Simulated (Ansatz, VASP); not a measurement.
# MgO in VASP and in Ansatz

The input INCAR:

```
ALGO = Normal ; EDIFF = 1E-6
ENCUT = 520 ; GGA = PE
ISIF = 2 ; ISMEAR = 0
LASPH = True ; LCHARG = True
LELF = True ; LREAL = False
LVHAR = True ; LWAVE = False
NBANDS = 11 ; NELM = 100
PREC = Accurate ; SIGMA = 0.05
```

KPOINTS

```
k-points
0
Gamma
  10 10 10
```

The input POSCAR:

```
MgO
1.0
    0.0000000000      1.8708681224      1.8708681224
    1.8708681224      0.0000000000      1.8708681224
    1.8708681224      1.8708681224      0.0000000000
Mg O
1 1
Direct
    0.0000000000      0.0000000000      0.0000000000
    0.5000000000      0.5000000000      0.5000000000
```

Input for Ansatz:

```yaml
crystal:
  lattice:
    - [0.0, 1.8708681224, 1.8708681224]
    - [1.8708681224, 0.0, 1.8708681224]
    - [1.8708681224, 1.8708681224, 0.0]
  atoms:
    - { symbol: Mg, position: [0.0, 0.0, 0.0] }
    - { symbol: O, position: [0.5, 0.5, 0.5] }
basis:
  ecutwfc: 420
  ecutrho_ratio: 4
kpoints:
  mp_grid: { grid: [10, 10, 10] }
hamiltonian:
  xc: pbe
scf:
  occupations: { method: gaussian, width: 0.05 }
output:
  forces: true
  stress: true
  eigenvalues: true
```

Alike in both runs: task single point; functional PBE; k mesh 10 × 10 × 10; occupations gaussian, width 0.05 eV; no spin polarisation.

|  | VASP | Ansatz |
| --- | --- | --- |
| version | VASP 6.6.1 | Ansatz 0.2.0 |
| potentials or method | VASP PAW PBE potentials, release 64 (Mg, O), cutoff 520 eV | scalar-relativistic, plane waves, PAW |
| valence electrons in the cell | 8 | 16 |

|  | VASP | Ansatz | Ansatz less VASP |
| --- | --- | --- | --- |
| gap on the k mesh at the Fermi level (eV) | 9.04 | 9.02 | -0.014 |
| least direct gap on the mesh (eV) | 9.04 | 9.02 | -0.014 |

VASP's potentials hold 8 valence electrons a cell and Ansatz's 16, so a difference there can come from the potentials and not from the codes.
